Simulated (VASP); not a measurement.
# Rh: single point with revPBE

Rh:

```
Rh
1.0
     4.41555    0.00000    0.00000
    -2.20777    3.82397    0.00000
     0.00000    0.00000    2.71060
Rh
3
Direct
  0.00000 0.00000 0.00000
  0.33333 0.66667 0.50000
  0.66667 0.33333 0.50000
```

This isn't the form of Rh at room conditions, which is fcc.

```yaml
Program: VASP 6.6.1
Task: single point
Functional: revPBE
Potentials_or_basis: VASP PAW PBE potentials, release 64 (Rh_pv)
Cutoff: 520 eV
k_mesh: 10 × 10 × 13
Occupations: fermi-dirac, width 0.1 eV
Spin: no spin polarisation
```

- Pressure: -7.9 GPa
- Band gap on the k mesh: zero (an odd number of electrons rules out a gap without spin polarisation)

Stress tensor (GPa, compression positive):
```
-7.89  0.00  0.00
 0.00 -7.89  0.00
 0.00  0.00 -8.00
```

Levels at points of the mesh, in eV from the Fermi level:
| k point | band 19 | band 20 | band 21 | band 22 | band 23 | band 24 | band 25 | band 26 | band 27 | band 28 |
| --- | --- | --- | --- | --- | --- | --- | --- | --- | --- | --- |
| (0.00, 0.00, 0.00) | -2.15 | -1.44 | -1.44 | -1.37 | -1.37 | 0.65 | 0.65 | 7.92 | 7.92 | 7.94 |
| (0.50, 0.00, 0.00) | -1.25 | -1.20 | -0.20 | 0.05 | 0.09 | 0.10 | 0.40 | 0.71 | 1.25 | 8.29 |

It took 2.4 min on 1 thread of Intel Xeon 8259CL (shared host), peak memory 0.23 GiB.

Caveat: the cell stands under tension; the PAW data sets were made with another functional, which shifts forces and pressure a little.
